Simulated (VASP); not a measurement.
The system is CoO.

```
Co O
1.0
     2.66125    0.00000    0.00000
     0.00000    2.66125    0.00000
     0.00000    0.00000    2.66125
Co O
1 1
Direct
  0.00000 0.00000 0.00000
  0.50000 0.50000 0.50000
```

Base run:

- Program: VASP 6.6.1
- Functional: PBE
- Potentials or basis: VASP PAW PBE potentials, release 64 (Co, O)
- Cutoff: 520 eV
- k mesh: 10 × 10 × 10
- Occupations: gaussian, width 0.02 eV
- Spin: no spin polarisation
- Hubbard terms: Co d U = 3.32 eV

Its results: band gap on the k mesh zero (an odd number of electrons rules out a gap without spin polarisation); pressure -22.2 GPa.

Question: The run is repeated on the same cell with these changes: spin from no spin polarisation to collinear spin, ferromagnetic start; further incar settings from ALGO = Normal; EDIFF = 1e-06; NBANDS = 14 to ALGO = Normal; EDIFF = 1e-07; NBANDS = 18. What comes out?

Answer: Band gap on the k mesh 1.03 eV (least direct gap 1.61 eV); pressure -3.8 GPa; net moment 3.00 μB per cell; site moments Co +2.69; O +0.26 μB.

Caveats: the cell stands under tension; an odd number of electrons without spin polarisation forces a metal (at least some runs); a magnetic or distorted state may lie lower (at least some runs); U without spin polarisation on a metal has little footing (at least some runs); a cell with one magnetic atom can't hold antiferromagnetic order, which such compounds often take (at least some runs).

A k mesh can miss the band edges.
